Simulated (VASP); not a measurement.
# WSe2 (Cmcm) in VASP: single point with r2SCAN

Aim: the single point of WSe2 with r2SCAN.

All numbers are computed with VASP 6.6.1; they aren't measurements. Logs are shortened: lines on timing, memory, paths and dates and some standing lists are left out, and cuts for length are marked.

## (1) The cell of the first run

Symmetry: Cmcm, No. 63, orthorhombic system. The conventional cell has a = 3.300 Å, b = 5.808 Å, c = 13.149 Å, α = 90.00°, β = 90.00°, γ = 90.00°. W (site symmetry m2m) has 6 Se at 2.53 to 2.54 Å and 6 W at 3.30 to 3.34 Å within 3.4 Å. Se (site symmetry m) has 3 W at 2.53 to 2.54 Å and 7 Se at 3.30 to 3.34 Å within 3.4 Å.

## (2) Single point, r2SCAN (uniaxial y strain +1.6%)

POSCAR reads:

```
WSe2
1.0
    3.2996683542      0.0000000000      0.0000000000
   -1.6498341771      2.9038896840      0.0000000000
    0.0000000000      0.0000000000     13.1485345237
W Se
2 4
Direct
    0.6674493705      0.3348987411      0.7500000000
    0.3325506295      0.6651012589      0.2500000000
    0.3350730546      0.6701461093      0.8759590113
    0.6649269454      0.3298538907      0.3759590113
    0.3350730546      0.6701461093      0.6240409887
    0.6649269454      0.3298538907      0.1240409887
```

INCAR.step1 reads:

```
ALGO = Normal
EDIFF = 1E-4
ENCUT = 520
GGA = PE
ISMEAR = 0
LASPH = True
LCHARG = False
LREAL = False
LWAVE = True
NBANDS = 35
NELM = 80
PREC = Accurate
SIGMA = 0.01
```

INCAR.step2 reads:

```
ALGO = Normal
EDIFF = 1E-6
ENCUT = 520
ISIF = 2
ISMEAR = 0
ISTART = 1
LASPH = True
LCHARG = False
LMIXTAU = True
LREAL = False
LWAVE = False
METAGGA = R2SCAN
NBANDS = 35
NELM = 80
PREC = Accurate
SIGMA = 0.01
```

KPOINTS reads:

```
k-points
0
Gamma
  12 12 2
```

Potentials or basis: VASP PAW PBE potentials, release 64 (W_sv, Se).

On the command line:

```bash
$ cat potpaw_PBE.64/W_sv/POTCAR potpaw_PBE.64/Se/POTCAR > POTCAR
$ cp INCAR.step1 INCAR
$ mpirun -np 1 vasp_std > vasp.out
$ cp INCAR.step2 INCAR
$ mpirun -np 1 vasp_std > vasp.out
```

OUTCAR:

```text
EDIFF = 1E-6
   ENCUT = 520
   ISIF = 2
   ISMEAR = 0
   ISTART = 1
   LASPH = True
   LREAL = False
   METAGGA = R2SCAN
   NELM = 80
   PREC = Accurate

 ion  position               nearest neighbor table
   1  0.667  0.335  0.750-   3 2.53   5 2.53   3 2.53   5 2.53   3 2.54   5 2.54
   2  0.333  0.665  0.250-   4 2.53   6 2.53   4 2.53   6 2.53   4 2.54   6 2.54
   3  0.335  0.670  0.876-   1 2.53   1 2.53   1 2.54
   4  0.665  0.330  0.376-   2 2.53   2 2.53   2 2.54
   5  0.335  0.670  0.624-   1 2.53   1 2.53   1 2.54
   6  0.665  0.330  0.124-   2 2.53   2 2.53   2 2.54

  LATTYP: Found a base centered orthorhombic cell.
 ALAT       =     3.2996683542
 B/A-ratio  =     1.7601100306
 C/A-ratio  =     3.9848048689

  Lattice vectors:

 A1 = (   1.6498341771,  -2.9038896840,   0.0000000000)
 A2 = (   1.6498341771,   2.9038896840,   0.0000000000)
 A3 = (   0.0000000000,   0.0000000000,  13.1485345237)

Analysis of symmetry for initial positions (statically):
=====================================================================
 Subroutine PRICEL returns:
 Original cell was already a primitive cell.

 Routine SETGRP: Setting up the symmetry group for a
 base centered orthorhombic supercell.

 Subroutine GETGRP returns: Found  8 space group operations
 (whereof  4 operations were pure point group operations)
 out of a pool of  8 trial point group operations.

The static configuration has the point symmetry C_2h.
 The point group associated with its full space group is D_2h.

Analysis of symmetry for dynamics (positions and initial velocities):
=====================================================================
 Subroutine PRICEL returns:
 Original cell was already a primitive cell.

 Routine SETGRP: Setting up the symmetry group for a
 base centered orthorhombic supercell.

 Subroutine GETGRP returns: Found  8 space group operations
 (whereof  4 operations were pure point group operations)
 out of a pool of  8 trial point group operations.

The dynamic configuration has the point symmetry C_2h.
 The point group associated with its full space group is D_2h.

 Subroutine INISYM returns: Found  8 space group operations
 (whereof  4 operations are pure point group operations),
 and found     1 'primitive' translations

----------------------------------------------------------------------------------------

                                     Primitive cell

  volume of cell :     125.9876

  direct lattice vectors                    reciprocal lattice vectors
     3.299668354  0.000000000  0.000000000     0.303060760  0.172182849  0.000000000
    -1.649834177  2.903889684  0.000000000     0.000000000  0.344365699  0.000000000
     0.000000000  0.000000000 13.148534524     0.000000000  0.000000000  0.076054103

  length of vectors
     3.299668354  3.339839533 13.148534524     0.348558113  0.344365699  0.076054103

  position of ions in fractional coordinates (direct lattice)
     0.667449371  0.334898741  0.750000000
     0.332550629  0.665101259  0.250000000
     0.335073055  0.670146109  0.875959011
     0.664926945  0.329853891  0.375959011
     0.335073055  0.670146109  0.624040989
     0.664926945  0.329853891  0.124040989

  ion indices of the primitive-cell ions
   primitive index   ion index
                 1           1
                 2           2
                 3           3
                 4           4
                 5           5
                 6           6

----------------------------------------------------------------------------------------

 KPOINTS: k-points

Automatic generation of k-mesh.
 Grid dimensions read from file:
 generate k-points for:   12   12    2

 Generating k-lattice:

  Cartesian coordinates                     Fractional coordinates (reciprocal lattice)
     0.025255063  0.014348571  0.000000000     0.083333333  0.000000000  0.000000000
     0.000000000  0.028697142  0.000000000     0.000000000  0.083333333  0.000000000
     0.000000000  0.000000000  0.038027052     0.000000000  0.000000000  0.500000000

  Length of vectors
     0.029046509  0.028697142  0.038027052

  Shift w.r.t. Gamma in fractional coordinates (k-lattice)
     0.000000000  0.000000000  0.000000000

 Subroutine IBZKPT returns following result:
 ===========================================

 Found     86 irreducible k-points:

 Following reciprocal coordinates:
            Coordinates               Weight
  0.000000  0.000000  0.000000      1.000000
  0.083333 -0.000000  0.000000      4.000000
  0.166667 -0.000000  0.000000      4.000000
  0.250000 -0.000000  0.000000      4.000000
  0.333333  0.000000  0.000000      4.000000
  0.416667  0.000000  0.000000      4.000000
[... 16 lines left out ...]
  0.333333  0.166667  0.000000      4.000000
  0.416667  0.166667  0.000000      4.000000
 [... further k-points ...]
   k-points           NKPTS =     86   k-points in BZ     NKDIM =     86   number of bands    NBANDS=     35
   number of dos      NEDOS =    301   number of ions     NIONS =      6
   total plane-waves  NPLWV =  76832
   dimension x,y,z NGX =    28 NGY =   28 NGZ =   98
   dimension x,y,z NGXF=    56 NGYF=   56 NGZF=  196
   ions per type =               2   4
   NGX,Y,Z   is equivalent  to a cutoff of  14.11, 13.94, 12.39 a.u.
   NGXF,Y,Z  is equivalent  to a cutoff of  28.21, 27.87, 24.78 a.u.
 SYSTEM =  unknown system
   PREC   = accura    normal or accurate (medium, high low for compatibility)
   ISTART =      1    job   : 0-new  1-cont  2-samecut
   ICHARG =      0    charge: 1-file 2-atom 10-const
   ISPIN  =      1    spin polarized calculation?
   LNONCOLLINEAR =      F non collinear calculations
   LSORBIT =      F    spin-orbit coupling
   LASPH  =      T    aspherical Exc in radial PAW
   ENCUT  =  520.0 eV  38.22 Ry    6.18 a.u.   6.14  6.21 24.45*2*pi/ulx,y,z
   NELM   =     80;   NELMIN=  2; NELMDL=  0     # of ELM steps
   EDIFF  = 0.1E-05   stopping-criterion for ELM
   LREAL  =      F    real-space projection
   EDIFFG = 0.1E-04   stopping-criterion for IOM
   NSW    =      0    number of steps for IOM
   IBRION =     -1    ionic relax: 0-MD 1-quasi-New 2-CG
   NFREE  =      0    steps in history (QN), initial steepest desc. (CG)
   ISIF   =      2    stress and relaxation
   ISYM   =      2    0-nonsym 1-usesym 2-fastsym
   POTIM  = 0.5000    time-step for ionic-motion
   TEBEG  =    0.0;   TEEND  =   0.0 temperature during run
   PSTRESS=    0.0 pullay stress
   NELECT =      52.0000    total number of electrons
   NUPDOWN=      -1.0000    fix difference up-down
   EMIN   =  10.00;   EMAX   =-10.00  energy-range for DOS
   EFERMI =   0.00;   METHOD = LEGACY
   ISMEAR =     0;   SIGMA  =   0.01  broadening in eV -4-tet -1-fermi 0-gaus
   EFERMI_NEDOS =   21; number of points for ismear=-14 and -15
   IALGO  =     38    algorithm
   IMIX   =      4    mixing-type and parameters
     AMIX     =   0.40;   BMIX     =  1.00
     AMIX_MAG =   1.60;   BMIX_MAG =  1.00
  volume/ion in A,a.u.               =      21.00       141.70
  Fermi-wavevector in a.u.,A,eV,Ry     =   1.218896  2.303380 20.214281  1.485708
  Thomas-Fermi vector in A             =   2.354167
   LORBIT       =      0    0 simple, 1 ext, 2 COOP (PROOUT), +10 PAW based schemes
   METAGGA = R2SCAN    functional components
   LHFCALC =     F    Hartree Fock is set to
   AEXX    =    0.0000 exact exchange contribution
   IVDW    =     0    specifies the selected vdW correction
   LEPSILON=     F    determine dielectric tensor
   LRPA    =     F    only Hartree local field effects (RPA)
 non-spin polarized calculation
 Gauss-broadening in eV      SIGMA  =   0.01
  energy-cutoff  :      520.00
  volume of cell :      125.99
 maximum number of plane-waves:      3418
 NGX is ok and might be reduce to    28
   NGX = 13   NGY = 13   NGZ = 49

 number of electron      51.9999997 magnetization

 Free energy of the ion-electron system (eV)
  ---------------------------------------------------
  ext. energy  EPLUGINS =         0.00000000
  ---------------------------------------------------
  free energy    TOTEN  =      -163.56530867 eV

  energy without entropy =     -163.56530867  energy(sigma->0) =     -163.56530867

 E-fermi :   5.9576     XC(G=0): -11.1737

 val. band max:        5.7444659803   @ k =   0.0000   0.0000   0.0000
 cond. band min:       6.8874845269   @ k =  -0.3333   0.1667   0.0000
 fundamental gap:      1.1430185466
 Fermi energy:         5.9575604945

 k-point     1 :       0.0000    0.0000    0.0000
  band No.  band energies     occupation
      1     -70.6457      2.00000
      2     -70.6457      2.00000
      3     -34.2169      2.00000
      4     -34.2169      2.00000
      5     -34.1396      2.00000
      6     -34.1396      2.00000
[... 27 lines left out ...]
     34       8.7626      0.00000
     35      10.5271      0.00000

 k-point     2 :       0.0833   -0.0000    0.0000
  band No.  band energies     occupation
      1     -70.6450      2.00000
      2     -70.6450      2.00000
      3     -34.2139      2.00000
      4     -34.2139      2.00000
      5     -34.1468      2.00000
      6     -34.1468      2.00000
[... 27 lines left out ...]
     34       8.6144      0.00000
     35      11.1128      0.00000

 k-point     3 :       0.1667   -0.0000    0.0000
  band No.  band energies     occupation
      1     -70.6431      2.00000
      2     -70.6431      2.00000
      3     -34.2057      2.00000
      4     -34.2056      2.00000
      5     -34.1792      2.00000
      6     -34.1792      2.00000
[... 27 lines left out ...]
     34       9.0827      0.00000
     35      12.0676      0.00000

 k-point     4 :       0.2500   -0.0000    0.0000
  band No.  band energies     occupation
      1     -70.6405      2.00000
      2     -70.6405      2.00000
      3     -34.2339      2.00000
      4     -34.2339      2.00000
      5     -34.1944      2.00000
      6     -34.1944      2.00000
[... 27 lines left out ...]
     34       9.5683      0.00000
     35      12.4670      0.00000

 k-point     5 :       0.3333    0.0000    0.0000
  band No.  band energies     occupation
      1     -70.6379      2.00000
      2     -70.6379      2.00000
      3     -34.2896      2.00000
      4     -34.2896      2.00000
      5     -34.1831      2.00000
      6     -34.1831      2.00000
[... 638 lines left out ...]
 k-point    22 :       0.2500    0.1667    0.0000
  band No.  band energies     occupation
      1     -70.6372      2.00000
      2     -70.6372      2.00000
      3     -34.2929      2.00000
      4     -34.2929      2.00000
      5     -34.1904      2.00000
      6     -34.1904      2.00000
[... 27 lines left out ...]
     34      10.4592      0.00000
     35      11.9944      0.00000

 k-point    23 :       0.3333    0.1667    0.0000
  band No.  band energies     occupation
      1     -70.6355      2.00000
      2     -70.6355      2.00000
      3     -34.3176      2.00000
      4     -34.3176      2.00000
      5     -34.2113      2.00000
      6     -34.2113      2.00000
[... 27 lines left out ...]
     34      10.5317      0.00000
     35      11.0096      0.00000

 k-point    24 :       0.4167    0.1667    0.0000
  band No.  band energies     occupation
      1     -70.6348      2.00000
      2     -70.6347      2.00000
      3     -34.3271      2.00000
      4     -34.3271      2.00000
      5     -34.2200      2.00000
      6     -34.2200      2.00000
[... 27 lines left out ...]
     34      10.5002      0.00000
     35      10.7113      0.00000

 [... further k-points ...]
[... 5 lines left out ...]
  --------------------------------------------------------------------------------------
  -------------------------------------------------------------------------------------
  Total        0.7746323     -1.1572919      1.0956784      0.0000000     -0.0000000      0.0000000
  in kB        9.8509573    -14.7172186     13.9336835      0.0000000     -0.0000000      0.0000000
  external PRESSURE =       3.0224741 kB  Pullay stress =       0.0000000 kB

 VOLUME and BASIS-vectors are now :
 -----------------------------------------------------------------------------
  energy-cutoff  :      520.00
  volume of cell :      125.99
      direct lattice vectors                 reciprocal lattice vectors
     3.299668354  0.000000000  0.000000000     0.303060760  0.172182849  0.000000000
    -1.649834177  2.903889684  0.000000000     0.000000000  0.344365699  0.000000000
     0.000000000  0.000000000 13.148534524     0.000000000  0.000000000  0.076054103

 POSITION                                       TOTAL-FORCE (eV/Angst)
 -----------------------------------------------------------------------------------
      1.64983      0.97251      9.86140        -0.000000     -0.002062     -0.000000
      0.00000      1.93138      3.28713         0.000000      0.002062      0.000000
     -0.00000      1.94603     11.51758         0.000000      0.000545      0.009067
      1.64983      0.95786      4.94331        -0.000000     -0.000545      0.009067
     -0.00000      1.94603      8.20522         0.000000      0.000545     -0.009067
      1.64983      0.95786      1.63096        -0.000000     -0.000545     -0.009067
 -----------------------------------------------------------------------------------
    total drift:                               -0.000000      0.000000     -0.000000

  FREE ENERGIE OF THE ION-ELECTRON SYSTEM (eV)
  ---------------------------------------------------
  free  energy   TOTEN  =      -163.5653086693 eV

  energy  without entropy=     -163.5653086693  energy(sigma->0) =     -163.56530867
```

Wall time 11 min (1 thread of Intel Xeon 6975P-C (Granite Rapids), shared host); peak memory 0.5 GiB.

What came out:

| Quantity | Value |
| --- | --- |
| Free energy | -163.5653 eV |
| Pressure | 0.3 GPa |
| Largest force | 0.009 eV/Å |
| Band gap on the k mesh | 1.14 eV (least direct gap 1.51 eV) |

Forces on the atoms (eV/Å):
```
W    0.000 -0.002  0.000
W    0.000  0.002  0.000
Se   0.000  0.001  0.009
Se   0.000 -0.001  0.009
Se   0.000  0.001 -0.009
Se   0.000 -0.001 -0.009
```

Stress tensor (GPa, compression positive):
```
 0.99  0.00  0.00
 0.00 -1.47  0.00
 0.00  0.00  1.39
```

Levels at points of the mesh, in eV from the valence-band top:
```tsv
k point	band 24	band 25	band 26	band 27	band 28	band 29
(0.00, 0.00, 0.00)	-1.27	-0.99	0.00	2.59	2.64	2.68
(0.50, 0.00, 0.00)	-1.50	-1.46	-1.32	2.05	2.08	2.37
(0.00, 0.50, 0.00)	-1.51	-1.39	-1.32	2.05	2.08	2.36
(0.00, 0.00, 0.50)	-1.74	-0.23	-0.23	2.60	2.60	2.70
(0.50, 0.00, 0.50)	-1.59	-1.38	-1.38	2.07	2.07	2.51
(0.00, 0.50, 0.50)	-1.46	-1.41	-1.41	2.06	2.06	2.47
```

Caveat: the cell differs from its parent crystal (uniaxial y strain +1.6%); the PAW data sets were made with another functional, which shifts forces and pressure a little; spin-orbit coupling is left out, which moves the levels of the heavy elements. A k mesh can miss the band edges.
